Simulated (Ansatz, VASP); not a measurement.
WC: VASP beside Ansatz

```
W C
1.0
     3.13029    0.00000    0.00000
    -1.56514    2.71091    0.00000
     0.00000    0.00000    2.60140
W C
1 1
Direct
  0.00000 0.00000 0.00000
  0.66667 0.33333 0.50000
```

Change from the starting cell: strain +0.080 along x and y, -0.080 along z, atoms carried along.

Alike in both runs: task single point; functional PBEsol; k mesh 24 × 24 × 22; occupations gaussian, width 0.15 eV; no spin polarisation.

```csv
,VASP,Ansatz
version,VASP 6.6.1,Ansatz 0.2.0
potentials or method,"VASP PAW PBE potentials, release 64 (W_sv, C_h), cutoff 1300 eV","scalar-relativistic, plane waves, PAW"
valence electrons in the cell,18,18
```

```tsv
	VASP	Ansatz	Ansatz less VASP
gap on the k mesh at the Fermi level (eV)	none	none	-
pressure (GPa)	-10.4	-11.5	-1.04
traceless stress, the component that is largest in VASP (GPa)	67.84	67.36	-0.485
```

VASP's potentials were made for PBE, not for PBEsol. A gap of «none» marks a metal or a gap that the smearing closes.

Neither program's run includes spin-orbit coupling.
